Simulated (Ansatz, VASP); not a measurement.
**One calculation of Si5Ge, two programs**

```
Si Ge
1.0
     2.67057    0.00000    0.00000
    -1.33528    2.31278    0.00000
     0.00000    0.00000   15.40781
Si Ge
5 1
Cartesian
  0.0000 1.5419 13.0384
  0.0000 1.5419 2.3694
  1.3353 0.7709 0.0000
  1.3353 0.7709 4.9058
  1.3353 0.7709 10.5020
  0.0000 1.5419 7.7039
```

Alike in both runs: functional PBE; k mesh 6 × 6 × 1; occupations gaussian, width 0.1 eV; no spin polarisation.

Ansatz relaxed the structure, and its values are those at the end. VASP's run is a single point on that final structure, the one shown.

```csv
,VASP,Ansatz
version,VASP 6.6.1,Ansatz 0.2.0
potentials or method,"VASP PAW PBE potentials, release 64 (Si, Ge_d), cutoff 520 eV","scalar-relativistic, plane waves, PAW"
valence electrons in the cell,34,34
```

Ansatz gave:

| Property | Result |
| --- | --- |
| gap on the k mesh at the Fermi level (eV) | none |
| pressure (GPa) | 0.0 |
| rms of the force components (eV/Å) | 0.004 |

Question: Which values does VASP return?

Answer: gap on the k mesh at the Fermi level (eV): none; pressure (GPa): 0.0; rms of the force components (eV/Å): 0.005.

A gap of «none» marks a metal or a gap that the smearing closes.

The k mesh is coarse, so the values compare programs but aren't converged.
